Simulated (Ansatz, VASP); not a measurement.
# Two plane-wave programs on AlCu2

```
CELL_PARAMETERS angstrom
2.70998 0.00000 0.00000
-1.35499 2.34691 0.00000
0.00000 0.00000 12.94703
ATOMIC_POSITIONS crystal
Al 0.33333 0.66667 0.83333
Al 0.33333 0.66667 0.16667
Cu 0.33333 0.66667 0.50000
Cu 0.66667 0.33333 0.00000
Cu 0.66667 0.33333 0.33333
Cu 0.66667 0.33333 0.66667
```

Alike in both runs: task single point; functional PBE; k mesh 6 × 6 × 2; occupations gaussian, width 0.1 eV; no spin polarisation.

```csv
,VASP,Ansatz
version,VASP 6.6.1,Ansatz 0.2.0
potentials or method,"VASP PAW PBE potentials, release 64 (Al, Cu), cutoff 520 eV","scalar-relativistic, plane waves, PAW"
valence electrons in the cell,50,82
```

VASP gave:

```
gap on the k mesh at the Fermi level (eV)                     : none
pressure (GPa)                                                : -5.2
traceless stress, the component that is largest in VASP (GPa) : -5.18
rms of the force components (eV/Å)                            : 0.061
```

**Question.** What did Ansatz give for the same quantities?

**Answer.** gap on the k mesh at the Fermi level (eV): none; pressure (GPa): -5.5; traceless stress, the component that is largest in VASP (GPa): -5.25; rms of the force components (eV/Å): 0.065.

Atom by atom the forces differ by 0.004 eV/Å (rms over components). A gap of «none» marks a metal or a gap that the smearing closes. With one functional, cell and mesh, what is left measures potentials, basis and numerics. VASP's potentials hold 50 valence electrons a cell and Ansatz's 82, so a difference there can come from the potentials and not from the codes.

The k mesh is coarse, so the values compare programs but aren't converged.
